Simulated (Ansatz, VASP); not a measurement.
## HgTe: VASP beside Ansatz

Contents of INCAR:

```
SYSTEM = HgTe
ALGO = Normal ; EDIFF = 1E-8
ENCUT = 520 ; GGA = CA
ISIF = 2 ; ISMEAR = -1
LASPH = .True. ; LCHARG = .False.
LEFG = .True. ; LREAL = .False.
LWAVE = .False. ; NBANDS = 16
NELM = 60 ; PREC = Accurate
SIGMA = 0.03
```

KPOINTS

```
k-points
0
Gamma
  11 11 11
  0 0 0
```

The input POSCAR:

```
HgTe
1.0
    0.0322350000      3.2396175000      3.2396175000
    3.2396175000      0.0322350000      3.2396175000
    3.2396175000      3.2396175000      0.0322350000
Hg Te
1 1
Direct
    0.0000000000      0.0000000000      0.0000000000
    0.7500000000      0.7500000000      0.7500000000
```

Input for Ansatz:

```yaml
crystal:
  lattice:
    - [0.032235, 3.2396175, 3.2396175]
    - [3.2396175, 0.032235, 3.2396175]
    - [3.2396175, 3.2396175, 0.032235]
  atoms:
    - { symbol: Hg, position: [0.0, 0.0, 0.0] }
    - { symbol: Te, position: [0.75, 0.75, 0.75] }
kpoints:
  mp_grid: { grid: [11, 11, 11] }
scf:
  occupations: { method: fermi_dirac, width: 0.03 }
hamiltonian:
  xc: lda
  pseudopotentials: { kind: paw }
output:
  forces: true
  stress: true
  eigenvalues: true
  efg: { contact_densities: true }
```

Change from the starting cell: equal xy, yz and zx shear strains of +1 %, PAW files.

Alike in both runs: task electric field gradients; functional LDA; k mesh 11 × 11 × 11; occupations fermi-dirac, width 0.03 eV; no spin polarisation.

|  | VASP | Ansatz |
| --- | --- | --- |
| version | VASP 6.6.1 | Ansatz 0.2.0 |
| potentials or method | VASP PAW LDA potentials, release 64 (Hg, Te) | PAW with Ansatz's default frozen-core files, scalar-relativistic |
| plane-wave cutoff (eV) | 520 | 420 |
| valence electrons in the cell | 18 | 36 |

```csv
,VASP,Ansatz,Ansatz less VASP
pressure (GPa),0.0,-0.2,-0.27
"traceless stress, the component that is largest in VASP (GPa)",-0.41,-0.39,+0.011
rms of the force components (eV/Å),0.053,0.049,-0.0032
size of Vzz on the site where it differs most (V/Å²),28.3,23.4,-4.88
```

LDA's correlation is that of Perdew and Zunger in VASP and of Perdew and Wang (1992) in Ansatz. Atom by atom the forces differ by 0.003 eV/Å (rms over components). VASP's potentials hold 18 valence electrons a cell and Ansatz's 36, so a difference there can come from the potentials and not from the codes.

Spin-orbit coupling is off throughout.
